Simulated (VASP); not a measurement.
A run of VASP 6.6.1:

Contents of INCAR:

```
PREC = Accurate ; ENCUT = 520
EDIFF = 1E-6 ; ISMEAR = 0
SIGMA = 0.1 ; LREAL = F
LASPH = T ; NELM = 80
ALGO = Normal ; ISIF = 2
LWAVE = F ; LCHARG = F
GGA = PS ; NBANDS = 12
```

KPOINTS

```
Automatic mesh
0
Gamma
  18 18 18
```

Contents of POSCAR:

```
Ti
1.0
   -1.6049504194      1.6049504194      1.6049504194
    1.6049504194     -1.6049504194      1.6049504194
    1.6049504194      1.6049504194     -1.6049504194
Ti
1
Direct
    0.0000000000      0.0000000000      0.0000000000
```

Potentials or basis: VASP PAW PBE potentials, release 64 (Ti_sv).

The run is started by

```sh
$ cat potpaw_PBE.64/Ti_sv/POTCAR > POTCAR
$ mpirun -np 1 vasp_std > vasp.out
```

Hardware: 1 thread of Intel(R) Xeon(R) Platinum 8259CL CPU @ 2.50GHz (Skylake/Cascade Lake), on a shared host.

Estimate the wall time of this run.

It took 23 s on 1 thread of Intel(R) Xeon(R) Platinum 8259CL CPU @ 2.50GHz (Skylake/Cascade Lake) (shared host), peak memory 0.16 GiB. Counts: scf iterations 12, k points 195.
